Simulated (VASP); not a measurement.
**C: single point with LDA**

The system is C.

```
CELL_PARAMETERS angstrom
2.48962 0.00000 0.00000
-1.24481 2.15608 0.00000
0.00000 0.00000 8.21427
ATOMIC_POSITIONS crystal
C 0.00000 0.00000 0.08709
C 0.00000 0.00000 0.58709
C 0.00000 0.00000 0.41291
C 0.00000 0.00000 0.91291
C 0.33333 0.66667 0.16009
C 0.66667 0.33333 0.66009
C 0.33333 0.66667 0.33991
C 0.66667 0.33333 0.83991
```

This cell differs from its parent crystal: mode 21 frozen in at -0.048 Å, strain +e along z and -e/2 along x and y +0.0000.

- Program: VASP 6.6.1
- Task: single point
- Functional: LDA
- Potentials or basis: VASP PAW LDA potentials, release 64 (C)
- Cutoff: 520 eV
- k mesh: 12 × 12 × 4
- Occupations: gaussian, width 0.05 eV
- Spin: no spin polarisation

```json
{
 "Pressure": "4.1 GPa",
 "Largest force": "4.332 eV/Å",
 "Band gap on the k mesh": "3.40 eV, indirect (least direct gap 3.86 eV)"
}
```

Forces on the atoms (eV/Å):
```
C    0.000  0.000  4.332
C    0.000  0.000  4.332
C    0.000  0.000 -4.332
C    0.000  0.000 -4.332
C    0.000  0.000 -3.220
C    0.000  0.000 -3.220
C    0.000  0.000  3.220
C    0.000  0.000  3.220
```

Stress tensor (GPa, compression positive):
```
-0.03  0.00  0.00
 0.00 -0.03  0.00
 0.00  0.00 12.38
```

Levels at points of the mesh, in eV from the valence-band top:
```tsv
k point	band 14	band 15	band 16	band 17	band 18	band 19
(0.00, 0.00, 0.00)	-2.31	0.00	0.00	3.86	3.86	6.14
(0.50, 0.00, 0.00)	-5.43	-5.26	-3.04	4.00	4.27	5.58
(0.00, 0.00, 0.50)	-0.93	-0.93	-0.93	4.97	4.97	4.97
(0.50, 0.00, 0.50)	-6.35	-3.95	-3.95	4.34	4.34	5.63
```

Wall time 86 s on 1 thread of AMD EPYC 7R13 Processor (Zen 3), with other jobs on the host, peak memory 0.13 GiB.

Caveat: the cell differs from its parent crystal (mode 21 frozen in at -0.048 Å, strain +e along z and -e/2 along x and y +0.0000); forces of over 1 eV/Å act on the atoms, so gaps and moduli don't describe the material at rest. A k mesh can miss the band edges.
